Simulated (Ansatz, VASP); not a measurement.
**CdInS2O in VASP and in Ansatz**

```
CELL_PARAMETERS angstrom
5.15848 0.00000 0.00000
0.00000 5.15848 0.00000
0.00000 0.00000 3.98854
ATOMIC_POSITIONS crystal
Cd 0.50000 0.50000 0.50000
In 0.00000 0.00000 0.00000
S 0.50000 0.00000 0.00000
S 0.00000 0.50000 0.00000
O 0.00000 0.00000 0.50000
```

Alike in both runs: functional PBE; k mesh 4 × 4 × 4; occupations gaussian, width 0.1 eV; collinear spin.

Ansatz relaxed the structure, and its values are those at the end. VASP's run is a single point on that final structure, the one shown.

|  | VASP | Ansatz |
| --- | --- | --- |
| version | VASP 6.6.1 | Ansatz 0.2.0 |
| potentials or method | VASP PAW PBE potentials, release 64 (Cd, In_d, S, O), cutoff 520 eV | scalar-relativistic, plane waves, PAW |
| valence electrons in the cell | 43 | 51 |

```csv
,VASP,Ansatz,Ansatz less VASP
gap on the k mesh at the Fermi level (eV),none,none,-
pressure (GPa),0.1,0.0,-0.11
net moment per atom (μB),0.18,0.18,0.000
size of the moment on the site where the two differ most (μB),0.18,0.22,+0.032
```

Site moments also hang on the region over which each program counts them. A gap of «none» marks a metal or a gap that the smearing closes. VASP's potentials hold 43 valence electrons a cell and Ansatz's 51, so a difference there can come from the potentials and not from the codes.

The k mesh is coarse, so the values compare programs but aren't converged.
